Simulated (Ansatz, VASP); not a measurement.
One calculation of CdS, two programs

INCAR

```
ALGO     = Normal         # electronic algorithm
EDIFF    = 1E-6           # SCF threshold, eV
ENCUT    = 520            # plane-wave cutoff, eV
GGA      = PE             # functional
ISIF     = 2              # what is computed and relaxed
ISMEAR   = 0              # smearing method
LASPH    = True           # aspherical terms in the spheres
LCHARG   = True           # write CHGCAR
LELF     = True           # ELF
LREAL    = False          # projectors in reciprocal space
LVHAR    = True         
LWAVE    = False          # write WAVECAR
NBANDS   = 16             # bands
NELM     = 100            # most SCF steps
PREC     = Accurate       # precision mode
SIGMA    = 0.05           # smearing width, eV
```

File KPOINTS:

```
k-points
0
Gamma
  8 8 8
```

POSCAR

```
CdS
1.0
    0.0000000000      2.7936000000      3.1428000000
    2.7936000000      0.0000000000      3.1428000000
    2.7936000000      2.7936000000      0.0000000000
Cd S
1 1
Direct
    0.0000000000      0.0000000000      0.0000000000
    0.7500000000      0.7500000000      0.7500000000
```

Input for Ansatz:

```yaml
crystal:
  lattice:
    - [0.0, 2.7936, 3.1428]
    - [2.7936, 0.0, 3.1428]
    - [2.7936, 2.7936, 0.0]
  atoms:
    - { symbol: Cd, position: [0.0, 0.0, 0.0] }
    - { symbol: S, position: [0.75, 0.75, 0.75] }
basis:
  ecutwfc: 420
kpoints:
  mp_grid: { grid: [8, 8, 8] }
hamiltonian:
  xc: pbe
scf:
  occupations: { method: gaussian, width: 0.05 }
output:
  forces: true
  stress: true
  eigenvalues: true
```

Change from the starting cell: strain -0.040 along x and y, +0.080 along z, atoms carried along.

Alike in both runs: task single point; functional PBE; k mesh 8 × 8 × 8; occupations gaussian, width 0.05 eV; no spin polarisation.

|  | VASP | Ansatz |
| --- | --- | --- |
| version | VASP 6.6.1 | Ansatz 0.2.0 |
| potentials or method | VASP PAW PBE potentials, release 64 (Cd, S), cutoff 520 eV | scalar-relativistic, plane waves, PAW |
| valence electrons in the cell | 18 | 26 |

Ansatz gave:

| Property | Result |
| --- | --- |
| gap on the k mesh at the Fermi level (eV) | 0.99 |
| least direct gap on the mesh (eV) | 0.99 |
| pressure (GPa) | 3.2 |
| traceless stress, the component that is largest in VASP (GPa) | -1.73 |

Question: Estimate VASP's values.

Answer: gap on the k mesh at the Fermi level (eV): 1.00; least direct gap on the mesh (eV): 1.00; pressure (GPa): 3.6; traceless stress, the component that is largest in VASP (GPa): -1.69.

VASP's potentials hold 18 valence electrons a cell and Ansatz's 26, so a difference there can come from the potentials and not from the codes.
